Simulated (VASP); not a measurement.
A run of VASP 6.6.1 is set up as follows.

Contents of INCAR:

```
SYSTEM = K
PREC = Accurate
ENCUT = 520
EDIFF = 1E-6
ISMEAR = -1
SIGMA = 0.08
LREAL = .FALSE.
LASPH = .TRUE.
NELM = 60
ALGO = Normal
ISIF = 2
LWAVE = .FALSE.
LCHARG = .TRUE.
GGA = PE
LELF = .TRUE.
LVHAR = .TRUE.
NBANDS = 10
```

Contents of KPOINTS:

```
regular mesh
0
G
  10 10 10
  0 0 0
```

Contents of POSCAR:

```
K
1.0
    4.2294843695      0.0000000000      0.0000000000
    0.0000000000      4.2294843695      0.0000000000
    0.0000000000      0.0000000000      4.2294843695
K
1
Direct
    0.0000000000      0.0000000000      0.0000000000
```

Potentials or basis: VASP PAW PBE potentials, release 64 (K_sv).

Command:

```console
$ cat potpaw_PBE.64/K_sv/POTCAR > POTCAR
$ mpirun -np 1 vasp_std > vasp.out
```

Q: Predict the pressure.

A: 0.1 GPa.
